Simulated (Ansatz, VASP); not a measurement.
# Two plane-wave programs on BN

File INCAR:

```
  PREC = Accurate
  ENCUT = 600
  EDIFF = 1E-6
  ISMEAR = 0
  SIGMA = 0.05
  LREAL = F
  LASPH = T
  NELM = 60
  ALGO = Normal
  ISIF = 3
  LWAVE = F
  LCHARG = F
  GGA = PE
  IBRION = 2
  NSW = 100
  EDIFFG = -0.01
```

Contents of KPOINTS:

```
regular mesh
0
Gamma
  6 6 6
```

File POSCAR:

```
BN
1.0
    3.6596456744      0.0181819142     -0.0130019526
   -0.0181819142     -3.5982790940     -0.0429541483
    0.0130019526     -0.0429541483     -3.6161663036
B N
4 4
Direct
   -0.0025407842      0.5010275786      0.5032289637
    0.5054301865      0.0026404923      0.5008324473
    0.5032666571      0.4992712208      0.0022150323
    0.0010123793     -0.0019328475     -0.0010791308
    0.7482048410      0.7487014110      0.7476857613
    0.2496988137      0.2479695199      0.7468171843
    0.2465215606      0.7500133065      0.2483351518
    0.7484063461      0.2523093183      0.2519645902
```

Input for Ansatz:

```yaml
crystal:
  lattice:
    - [3.6596456744, 0.0181819142, -0.0130019526]
    - [-0.0181819142, -3.598279094, -0.0429541483]
    - [0.0130019526, -0.0429541483, -3.6161663036]
  atoms:
    - { symbol: B, position: [-0.0025407842, 0.5010275786, 0.5032289637] }
    - { symbol: B, position: [0.5054301865, 0.0026404923, 0.5008324473] }
    - { symbol: B, position: [0.5032666571, 0.4992712208, 0.0022150323] }
    - { symbol: B, position: [0.0010123793, -0.0019328475, -0.0010791308] }
    - { symbol: "N", position: [0.748204841, 0.748701411, 0.7476857613] }
    - { symbol: "N", position: [0.2496988137, 0.2479695199, 0.7468171843] }
    - { symbol: "N", position: [0.2465215606, 0.7500133065, 0.2483351518] }
    - { symbol: "N", position: [0.7484063461, 0.2523093183, 0.2519645902] }
basis:
  ecutwfc: 420
kpoints:
  mp_grid: { grid: [6, 6, 6] }
hamiltonian:
  xc: pbe
scf:
  occupations: { method: gaussian, width: 0.05 }
output:
  forces: true
  stress: true
  eigenvalues: true
relax:
  adjacent_minimum: "off"
  f_tol: 0.01
  max_steps: 80
  cell: { stress_tol: 0.1 }
```

Change from the starting cell: cell sheared at random, sigma 0.01, atoms nudged by 0.01 Å; relaxed back.

Alike in both runs: task relaxation of cell and atoms; functional PBE; k mesh 6 × 6 × 6; occupations gaussian, width 0.05 eV; no spin polarisation.

```csv
,VASP,Ansatz
version,VASP 6.6.1,Ansatz 0.2.0
potentials or method,"VASP PAW PBE potentials, release 64 (B, N), cutoff 600 eV","scalar-relativistic, plane waves, PAW"
valence electrons in the cell,32,32
```

|  | VASP | Ansatz | Ansatz less VASP |
| --- | --- | --- | --- |
| gap on the k mesh at the Fermi level, each at its own relaxed structure (eV) | 4.45 | 4.46 | +0.013 |
| relaxed volume (Å³/atom) | 5.95 | 5.95 | 0.000 |
| relaxed cell length with the largest relative difference (Å) | 3.624 | 3.625 | +0.0002 |
